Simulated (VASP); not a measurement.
**Si: single point with LDA**

Si:

```
CELL_PARAMETERS angstrom
-2.38939 2.24387 1.27144
2.38939 -2.24387 1.27144
2.38939 2.24387 -1.27144
ATOMIC_POSITIONS crystal
Si 0.97608 0.97608 0.00000
Si 0.87392 0.37392 0.50000
```

- Program: VASP 6.6.1
- Task: single point
- Functional: LDA
- Potentials or basis: VASP PAW LDA potentials, release 64 (Si)
- Cutoff: 520 eV
- k mesh: 24 × 24 × 24
- Occupations: gaussian, width 0.03 eV
- Spin: no spin polarisation
- Dipole correction: no
- Further INCAR settings: ALGO = Normal; EDIFF = 1e-06; NBANDS = 11

| Quantity | Value |
| --- | --- |
| Pressure | 10.1 GPa |
| Band gap on the k mesh | zero (bands 4 and 5 overlap by 7.97 eV) |

Levels at points of the mesh, in eV from the Fermi level:
```
           k point  band 1  band 2  band 3  band 4  band 5  band 6  band 7  band 8
(0.00, 0.00, 0.00)  -14.74   -3.07   -2.40   -1.79    1.13    7.69    8.69    9.86
(0.50, 0.00, 0.00)   -7.77   -7.24   -2.93   -2.13   -1.53    1.14    5.26    6.36
(0.00, 0.50, 0.00)   -7.88   -7.60   -1.70   -1.27   -1.26    0.02    4.70    5.04
(0.50, 0.50, 0.00)  -11.42  -11.42    0.05    0.05    2.93    2.93    8.70    8.70
(0.50, 0.50, 0.50)   -9.35   -8.07   -7.65   -7.33    5.82    6.65   13.75   14.69
```

It took 6.5 min on 1 thread of Intel(R) Xeon(R) Platinum 8259CL CPU @ 2.50GHz (Skylake/Cascade Lake) (shared host), peak memory 0.53 GiB.

Caveat: the cell stands under pressure.
